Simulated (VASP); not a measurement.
**C: single point with PBEsol**

C:

```
C
1.0
     0.00000    1.43298    1.43298
     1.43298    0.00000    1.43298
     1.43298    1.43298    0.00000
C
1
Direct
  0.00000 0.00000 0.00000
```

This cell differs from its parent crystal: volume scaled by 0.84.

```json
{
  "Program": "VASP 6.6.1",
  "Task": "single point",
  "Functional": "PBEsol",
  "Potentials or basis": "VASP PAW PBE potentials, release 64 (C)",
  "Cutoff": "520 eV",
  "k mesh": "24 × 24 × 24",
  "Occupations": "fermi-dirac, width 0.08 eV",
  "Spin": "no spin polarisation",
  "Dipole correction": "no",
  "Further INCAR settings": "ALGO = Normal; EDIFF = 1e-06; NBANDS = 8"
}
```

```yaml
Pressure: 40.4 GPa
Band_gap_on_the_k_mesh: zero (band 2 reaches 20.65 eV, above the bottom of band 3 at 7.06 eV)
```

Levels at points of the mesh, in eV from the Fermi level:
| k point | band 1 | band 2 | band 3 | band 4 | band 5 | band 6 |
| --- | --- | --- | --- | --- | --- | --- |
| (0.00, 0.00, 0.00) | -21.99 | 9.77 | 9.77 | 9.77 | 32.86 | 32.86 |
| (0.50, 0.00, 0.00) | -11.14 | -10.29 | 7.57 | 7.57 | 28.75 | 29.82 |
| (0.50, 0.50, 0.00) | -8.79 | -5.30 | 2.39 | 2.39 | 16.27 | 16.86 |

Run time: 12 s on 1 thread of Intel(R) Xeon(R) Platinum 8259CL CPU @ 2.50GHz (Skylake/Cascade Lake), with other jobs on the host, peak memory 0.12 GiB.

Caveat: the PAW data sets were made with another functional, which shifts forces and pressure a little.
